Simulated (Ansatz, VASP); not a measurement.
# Zr in VASP and in Ansatz

INCAR

```
PREC = Accurate ; ENCUT = 520
EDIFF = 1E-6 ; ISMEAR = -1
SIGMA = 0.1 ; LREAL = F
LASPH = T ; NELM = 150
ALGO = Normal ; ISIF = 2
LWAVE = F ; LCHARG = F
LNONCOLLINEAR = T ; MAGMOM = 0 0 0 0 0 0
LORBIT = 11 ; LSORBIT = T
GGA_COMPAT = F ; LORBMOM = T
LMAXMIX = 4 ; GGA = CA
NBANDS = 36
```

The input KPOINTS:

```
regular mesh
0
Gamma
  9 9 9
```

File POSCAR:

```
Zr
1.0
    0.0000000000      3.0270582747      3.0270582747
    3.0270582747      0.0000000000      3.0270582747
    3.0270582747      3.0270582747      0.0000000000
Zr
2
Direct
    0.1250000000      0.1250000000      0.1250000000
    0.8750000000      0.8750000000      0.8750000000
```

Input for Ansatz:

```yaml
crystal:
  lattice:
    - [0.0, 3.0270582747, 3.0270582747]
    - [3.0270582747, 0.0, 3.0270582747]
    - [3.0270582747, 3.0270582747, 0.0]
  atoms:
    - { symbol: Zr, position: [0.125, 0.125, 0.125] }
    - { symbol: Zr, position: [0.875, 0.875, 0.875] }
hamiltonian:
  xc: lda
  pseudopotentials:
    kind: paw_fr
    azcp:
      Zr: "pseudopotentials/Zr.paw.azcp"
basis:
  ecutwfc: 420
  fft_grid_basis: typed
kpoints:
  mp_grid: { grid: [9, 9, 9], shift: [0, 0, 0] }
magnetization:
  noncollinear: true
  spin_orbit: true
scf:
  occupations: { method: fermi_dirac, width: 0.1 }
```

Alike in both runs: task single point; functional LDA; k mesh 9 × 9 × 9; occupations fermi-dirac, width 0.1 eV; non-collinear spin, spin-orbit coupling.

|  | VASP | Ansatz |
| --- | --- | --- |
| version | VASP 6.6.1 | Ansatz 0.2.0 |
| potentials or method | VASP PAW LDA potentials, release 64 (Zr_sv), cutoff 520 eV | plane waves (420 eV) with PAW, fully relativistic with spin-orbit coupling |
| valence electrons in the cell | 24 | 24 |

```tsv
	VASP	Ansatz	Ansatz less VASP
net moment per atom (μB)	0.00	0.00	0.000
```

Ansatz warns that its potentials were made for another functional, while VASP's fit it. LDA's correlation is that of Perdew and Zunger in VASP and of Perdew and Wang (1992) in Ansatz.
